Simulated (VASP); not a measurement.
Here is a VASP 6.6.1 calculation.

INCAR

```
ALGO = Normal
EDIFF = 1E-6
ENCUT = 520
GGA = PE
ISIF = 2
ISMEAR = 1
LASPH = T
LCHARG = F
LREAL = F
LWAVE = F
NBANDS = 14
NELM = 100
PREC = Accurate
SIGMA = 0.01
```

KPOINTS

```
k-points
0
Gamma
  6 6 6
```

The input POSCAR:

```
Br
1.0
    0.0000000000      2.8426061629      2.8426061629
    2.8426061629      0.0000000000      2.8426061629
    2.8426061629      2.8426061629      0.0000000000
Br
2
Direct
    0.0000000000      0.0000000000      0.0000000000
    0.2500000000      0.2500000000      0.2500000000
```

Potentials or basis: VASP PAW PBE potentials, release 64 (Br).

The run is started by

```bash
$ cat potpaw_PBE.64/Br/POTCAR > POTCAR
$ mpirun -np 1 vasp_std > vasp.out
```

Problem. Estimate the pressure.

Solution. 40.1 GPa.

Problem. Estimate the band gap on the k mesh.

Solution. Zero (band 7 reaches 6.35 eV, above the bottom of band 8 at 2.49 eV).
